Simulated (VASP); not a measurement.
# CsPdCl3: single point with LDA

The system is CsPdCl3.

```
Cs Pd Cl
1.0
     5.06322    0.00000    0.00000
     0.00000    5.06322    0.00000
     0.00000    0.00000    5.06322
Cs Pd Cl
1 1 3
Direct
  0.50000 0.50000 0.50000
  0.00000 0.00000 0.00000
  0.00000 0.00000 0.50000
  0.50000 0.00000 0.00000
  0.00000 0.50000 0.00000
```

```yaml
Program: VASP 6.6.1
Task: single point
Functional: LDA
Potentials_or_basis: VASP PAW LDA potentials, release 64 (Cs_sv, Pd, Cl)
Cutoff: 520 eV
k_mesh: 5 × 5 × 5
Occupations: fermi-dirac, width 0.3 eV
Spin: no spin polarisation
```

```yaml
Pressure: -4.5 GPa
Band_gap_on_the_k_mesh: zero (band 20 reaches 3.35 eV, above the bottom of band 21 at 0.42 eV)
```

Levels at points of the mesh, in eV from the Fermi level:
| k point | band 17 | band 18 | band 19 | band 20 | band 21 | band 22 | band 23 | band 24 |
| --- | --- | --- | --- | --- | --- | --- | --- | --- |
| (0.00, 0.00, 0.00) | -1.82 | -1.82 | -1.63 | -1.63 | -1.63 | 3.05 | 4.86 | 4.86 |

Wall time 31 s on 1 thread of Intel(R) Xeon(R) Platinum 8259CL CPU @ 2.50GHz (Skylake/Cascade Lake) (shared host), peak memory 0.21 GiB.

Caveat: spin-orbit coupling is left out, which moves the levels of the heavy elements.
